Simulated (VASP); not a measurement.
# HfO2: single point with PBE

HfO2:

```
Hf O
1.0
    -2.54881   -2.54881    0.00000
     2.54881   -2.54881    0.00000
     0.00000    0.00000   10.19522
Hf O
4 8
Direct
  0.50000 0.50000 0.25000
  0.00000 0.00000 0.50000
  0.50000 0.50000 0.75000
  0.00000 0.00000 0.00000
  0.50000 0.00000 0.12500
  0.00000 0.50000 0.37500
  0.50000 0.00000 0.62500
  0.00000 0.50000 0.87500
  0.50000 0.00000 0.37500
  0.00000 0.50000 0.62500
  0.50000 0.00000 0.87500
  0.00000 0.50000 0.12500
```

* Program: VASP 6.6.1
* Task: single point
* Functional: PBE
* Potentials or basis: VASP PAW PBE potentials, release 64 (Hf_pv, O)
* Cutoff: 520 eV
* k mesh: 6 × 6 × 3
* Occupations: gaussian, width 0.05 eV
* Spin: no spin polarisation

The pressure is -3.6 GPa and the band gap on the k mesh is 3.76 eV.

Levels at points of the mesh, in eV from the valence-band top:
| k point | band 41 | band 42 | band 43 | band 44 | band 45 | band 46 | band 47 | band 48 |
| --- | --- | --- | --- | --- | --- | --- | --- | --- |
| (0.00, 0.00, 0.00) | -0.60 | -0.60 | -0.60 | 0.00 | 3.76 | 3.84 | 3.84 | 4.43 |
| (0.50, 0.00, 0.00) | -1.81 | -1.81 | -0.70 | -0.70 | 4.28 | 4.28 | 4.55 | 4.55 |
| (0.50, 0.50, 0.00) | -0.20 | -0.20 | 0.00 | 0.00 | 3.76 | 3.76 | 4.76 | 4.76 |

It took 3.1 min on 1 thread of Intel Xeon 6975P-C, with other jobs on the host, peak memory 0.3 GiB.

Caveat: spin-orbit coupling is left out, which moves the levels of the heavy elements. A k mesh can miss the band edges.
